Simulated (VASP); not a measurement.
## As: relaxation of cell and atoms with PBEsol

Crystal: As.

```xyz
2
Lattice="4.5664 0.0000 0.0000 -2.2832 3.9546 0.0000 0.0000 0.0000 2.8337" Properties=species:S:1:pos:R:3 pbc="T T T"
As    0.0000    2.6364    0.0000
As    2.2832    1.3182    0.0000
```

```yaml
Program: VASP 6.6.1
Task: relaxation of cell and atoms
Functional: PBEsol
Potentials_or_basis: VASP PAW PBE potentials, release 64 (As)
Cutoff: 600 eV
k_mesh: 7 × 7 × 9
Occupations: fermi-dirac, width 0.05 eV
Spin: no spin polarisation
Target_pressure: 30 GPa
Dipole_correction: no
Further_INCAR_settings: ALGO = Normal; EDIFF = 1e-06; IBRION = 2; EDIFFG = -0.01; NSW = 60; ISIF = 3
```

| Quantity | Value |
| --- | --- |
| Relaxed volume | 18.34 Å³/atom |
| Relaxed cell | a = 4.095 Å, b = 4.095 Å, c = 2.525 Å, α = 90.00°, β = 90.00°, γ = 120.00° |
| Space group after relaxing (to 0.05 Å) | P6/mmm (No. 191) |
| Energy change on relaxing (the enthalpy is what falls) | +422.2 meV/atom |
| Ionic steps | 10 |
| Pressure after relaxing | 30.0 GPa |
| Band gap on the k mesh | zero (band 5 reaches 10.00 eV, above the bottom of band 6 at 5.92 eV) |

The path:
```
step  energy change (eV)  largest force (eV/Å)  pressure (GPa)  volume (Å³)
   1              0.0000                0.0002           -2.61        51.17
   2             11.4904                0.0006          289.94        21.47
   3              0.5751                0.0005           23.24        38.36
   4              0.7121                0.0004           26.73        37.48
   5              0.8405                0.0005           29.79        36.76
   6              0.9111                0.0003           30.97        36.47
   7              0.8489                0.0002           30.11        36.66
   8              0.8495                0.0001           30.13        36.65
   9              0.8384                0.0001           29.85        36.71
  10              0.8445                0.0000           30.00        36.68
```

Final structure:
```yaml
crystal:
  lattice:
    - [4.09548, 0.00003, 0.00000]
    - [-2.04771, 3.54681, 0.00000]
    - [0.00000, 0.00000, 2.52524]
  atoms:
    - { symbol: As, position: [0.33333, 0.66667, 0.00000] }
    - { symbol: As, position: [0.66667, 0.33333, 0.00000] }
```

Levels at points of the mesh, in eV from the Fermi level:
```tsv
k point	band 1	band 2	band 3	band 4	band 5	band 6	band 7	band 8	band 9
(0.00, 0.00, 0.00)	-17.26	-8.50	-6.02	-6.02	-0.88	-0.88	3.93	4.69	9.44
```

Wall time 2.7 min on 1 thread of Intel(R) Xeon(R) Platinum 8488C (Sapphire Rapids) (shared host), peak memory 0.21 GiB.

Caveat: the cell is relaxed towards a set pressure, so the enthalpy falls and the energy may rise; the volume moved by over 15 % at a fixed basis, so the end points are rough; the PAW data sets were made with another functional, which shifts forces and pressure a little.
